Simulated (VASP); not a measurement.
BP, 2 atoms in the cell. The structure is tetragonal, space group I-4m2 (No. 119). Conventional cell: a = 3.144 Å, b = 3.144 Å, c = 4.503 Å, α = 90.00°, β = 90.00°, γ = 90.00°. Within 2.6 Å of B (site symmetry -4m2) lie 4 P at 1.93 Å. Within 2.6 Å of P (site symmetry -4m2) lie 4 B at 1.93 Å.  This cell differs from its parent crystal: strained cell.

```yaml
Program: VASP 6.6.1
Task: single point
Functional: LDA
Potentials_or_basis: VASP PAW LDA potentials, release 64 (B, P)
Cutoff: 500 eV
k_mesh: 10 × 10 × 10
Occupations: gaussian, width 0.02 eV
Spin: no spin polarisation
Dipole_correction: no
Further_INCAR_settings: ALGO = Normal; EDIFF = 1e-06; NBANDS = 11
```

Potentials or basis: VASP PAW LDA potentials, release 64 (B, P).

Run with:

```console
$ cat potpaw_LDA.64/B/POTCAR potpaw_LDA.64/P/POTCAR > POTCAR
$ mpirun -np 1 vasp_std > vasp.out
```

Hardware: 1 thread of Intel(R) Xeon(R) Platinum 8259CL CPU @ 2.50GHz (Skylake/Cascade Lake), with other jobs on the host.

Q: Estimate the wall time of this run.

A: Run time: 14 s on 1 thread of Intel(R) Xeon(R) Platinum 8259CL CPU @ 2.50GHz (Skylake/Cascade Lake), with other jobs on the host, peak memory 0.13 GiB. Counts: scf iterations 12, k points 102.
